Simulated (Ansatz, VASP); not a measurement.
**One calculation of LaTiH3, two programs**

INCAR

```
SYSTEM = LaTiH3
PREC = Accurate
ENCUT = 520
EDIFF = 1E-6
ISMEAR = 0
SIGMA = 0.1
LREAL = .False.
LASPH = .True.
NELM = 60
ALGO = Normal
ISIF = 2
LWAVE = .False.
LCHARG = .False.
GGA = PE
NBANDS = 21
```

File KPOINTS:

```
Automatic mesh
0
Gamma
  4 4 4
  0 0 0
```

The input POSCAR:

```
LaTiH3
1.0
    3.9548017500      0.0000000000      0.0000000000
    0.0000000000      3.9548017500      0.0000000000
    0.0000000000      0.0000000000      4.3737832600
La Ti H
1 1 3
Direct
    0.0000000000      0.0000000000      0.0000000000
    0.5000000000      0.5000000000      0.0000000000
    0.0000000000      0.5000000000      0.5000000000
    0.5000000000      0.0000000000      0.5000000000
    0.0000000000      0.0000000000      0.5000000000
```

Input for Ansatz:

```yaml
crystal:
  lattice:
    - [3.95480175, 0.0, 0.0]
    - [0.0, 3.95480175, 0.0]
    - [0.0, 0.0, 4.37378326]
  atoms:
    - { symbol: La, position: [0.0, 0.0, 0.0] }
    - { symbol: Ti, position: [0.5, 0.5, 0.0] }
    - { symbol: H, position: [0.0, 0.5, 0.5] }
    - { symbol: H, position: [0.5, 0.0, 0.5] }
    - { symbol: H, position: [0.0, 0.0, 0.5] }
basis:
  ecutwfc: 420
kpoints:
  mp_grid: { grid: [4, 4, 4] }
hamiltonian:
  xc: pbe
scf:
  occupations: { method: gaussian, width: 0.1 }
  lower_state_search: "off"
output:
  forces: true
  stress: true
  eigenvalues: true
```

Alike in both runs: task single point; functional PBE; k mesh 4 × 4 × 4; occupations gaussian, width 0.1 eV; no spin polarisation.

```csv
,VASP,Ansatz
version,VASP 6.6.1,Ansatz 0.2.0
potentials or method,"VASP PAW PBE potentials, release 64 (La, Ti_sv, H), cutoff 520 eV","scalar-relativistic, plane waves, PAW"
valence electrons in the cell,26,26
```

Ansatz gave:

```
gap on the k mesh at the Fermi level (eV)                     : none
pressure (GPa)                                                : 0.1
traceless stress, the component that is largest in VASP (GPa) : -17.21
```

Problem. Which values does VASP return?

Solution. gap on the k mesh at the Fermi level (eV): none; pressure (GPa): 0.1; traceless stress, the component that is largest in VASP (GPa): -17.30.

A gap of «none» marks a metal or a gap that the smearing closes. With one functional, cell and mesh, what is left measures potentials, basis and numerics.

The k mesh is coarse, so the values compare programs but aren't converged. Spin-orbit coupling is off throughout.
